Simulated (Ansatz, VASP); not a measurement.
## W: VASP beside Ansatz

INCAR

```
SYSTEM = W
PREC = Accurate
ENCUT = 500
EDIFF = 1E-6
ISMEAR = -1
SIGMA = 0.15
LREAL = .False.
LASPH = .True.
NELM = 120
ALGO = Normal
ISIF = 2
LWAVE = .False.
LCHARG = .False.
GGA = PE
NBANDS = 13
GGA_COMPAT = .False.
```

KPOINTS

```
regular mesh
0
Gamma
  15 15 15
  0 0 0
```

POSCAR

```
W
1.0
    0.0000000000      2.0807500000      2.0300000000
    2.0807500000      0.0000000000      2.0300000000
    2.0807500000      2.0807500000      0.0000000000
W
1
Direct
    0.0000000000      0.0000000000      0.0000000000
```

Input for Ansatz:

```yaml
crystal:
  lattice:
    - [0.0, 2.0807499999999997, 2.03]
    - [2.0807499999999997, 0.0, 2.03]
    - [2.0807499999999997, 2.0807499999999997, 0.0]
  atoms:
    - { symbol: W, position: [0.0, 0.0, 0.0] }
basis:
  ecutwfc: 520.0
kpoints:
  mp_grid:
    grid: [15, 15, 15]
hamiltonian:
  xc: pbe
scf:
  occupations:
    method: fermi_dirac
    width: 0.15
output:
  stress: true
```

Alike in both runs: task single point; functional PBE; k mesh 15 × 15 × 15; occupations fermi-dirac, width 0.15 eV; no spin polarisation.

|  | VASP | Ansatz |
| --- | --- | --- |
| version | VASP 6.6.1 | Ansatz 0.2.0 |
| potentials or method | VASP PAW PBE potentials, release 64 (W_sv), cutoff 500 eV | plane waves, PAW |
| valence electrons in the cell | 14 | 14 |

```csv
,VASP,Ansatz,Ansatz less VASP
pressure (GPa),-15.9,-16.2,-0.28
"traceless stress, the component that is largest in VASP (GPa)",-3.90,-3.87,+0.025
```

Spin-orbit coupling is off throughout.
